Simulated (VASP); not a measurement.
Wanted: the native input for a VASP 6.6.1 run.

```
Task                   : single point
Functional             : BLYP
Potentials or basis    : VASP PAW PBE potentials, release 64 (As)
Cutoff                 : 520 eV
k mesh                 : 14 × 14 × 14
Occupations            : fermi-dirac, width 0.1 eV
Spin                   : no spin polarisation
Dipole correction      : no
Further INCAR settings : ALGO = Normal; EDIFF = 1e-06; NBANDS = 8
```

The structure of As lies in POSCAR:

```
As
1.0
    0.0000000000      2.2899951436      2.2899951436
    2.2899951436      0.0000000000      2.2899951436
    2.2899951436      2.2899951436      0.0000000000
As
1
Direct
    0.0000000000      0.0000000000      0.0000000000
```

This cell differs from its parent crystal: volume scaled by 1.12.

These files were run (other wordings do the same):

INCAR

```
SYSTEM = As
AGGAC = 1.0 ; AGGAX = 1.0
ALDAC = 0.0 ; ALDAX = 1.0
ALGO = Normal ; EDIFF = 1E-6
ENCUT = 520 ; GGA = B5
ISIF = 2 ; ISMEAR = -1
LASPH = .True. ; LCHARG = .True.
LELF = .True. ; LREAL = .False.
LVHAR = .True. ; LWAVE = .False.
NBANDS = 8 ; NELM = 100
PREC = Accurate ; SIGMA = 0.1
```

KPOINTS

```
k-points
0
Gamma
  14 14 14
  0 0 0
```

Potentials or basis: VASP PAW PBE potentials, release 64 (As).

The run is started by

```sh
$ cat potpaw_PBE.64/As/POTCAR > POTCAR
$ mpirun -np 1 vasp_std > vasp.out
```

It gave:

The pressure is -5.2 GPa.

Caveat: the PAW data sets were made with another functional, which shifts forces and pressure a little.

It took 11 s on 1 thread of AMD EPYC 9R45 (Zen 5), on a shared host, peak memory 0.11 GiB.
